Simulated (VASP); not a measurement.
Set up this calculation in VASP 6.6.1, as the native input.

```
Task                   : single point
Functional             : PBE
Potentials or basis    : VASP PAW PBE potentials, release 64 (Al, N)
Cutoff                 : 520 eV
k mesh                 : 9 × 9 × 6
Occupations            : gaussian, width 0.05 eV
Spin                   : no spin polarisation
Dipole correction      : no
Further INCAR settings : ALGO = Normal; EDIFF = 1e-06; NBANDS = 16
```

The structure of AlN lies in POSCAR:

```
AlN
1.0
    3.0608159216      0.0000000000      0.0000000000
   -1.5304079608      2.6507443444      0.0000000000
    0.0000000000      0.0000000000      5.1425804165
Al N
2 2
Direct
    0.3333333333      0.6666666667      0.0000000000
    0.6666666667      0.3333333333      0.5000000000
    0.3333333333      0.6666666667      0.3850000000
    0.6666666667      0.3333333333      0.8850000000
```

This cell differs from its parent crystal: ratio of the length along z to the lengths across it x 1.05, volume and fractional coordinates fixed.

These files were run (other wordings do the same):

INCAR

```
ALGO = Normal
EDIFF = 1E-6
ENCUT = 520
GGA = PE
ISIF = 2
ISMEAR = 0
LASPH = T
LCHARG = F
LREAL = F
LWAVE = F
NBANDS = 16
NELM = 80
PREC = Accurate
SIGMA = 0.05
```

KPOINTS

```
k-points
0
Gamma
  9 9 6
```

Potentials or basis: VASP PAW PBE potentials, release 64 (Al, N).

Command:

```console
$ cat potpaw_PBE.64/Al/POTCAR potpaw_PBE.64/N/POTCAR > POTCAR
$ mpirun -np 1 vasp_std > vasp.out
```

It gave:

The pressure is 5.2 GPa and the largest force is 0.628 eV/Å. The band gap on the k mesh is 4.25 eV, direct.

Wall time 16 s on 1 thread of Intel(R) Xeon(R) Platinum 8488C (Sapphire Rapids) (shared host), peak memory 0.17 GiB.
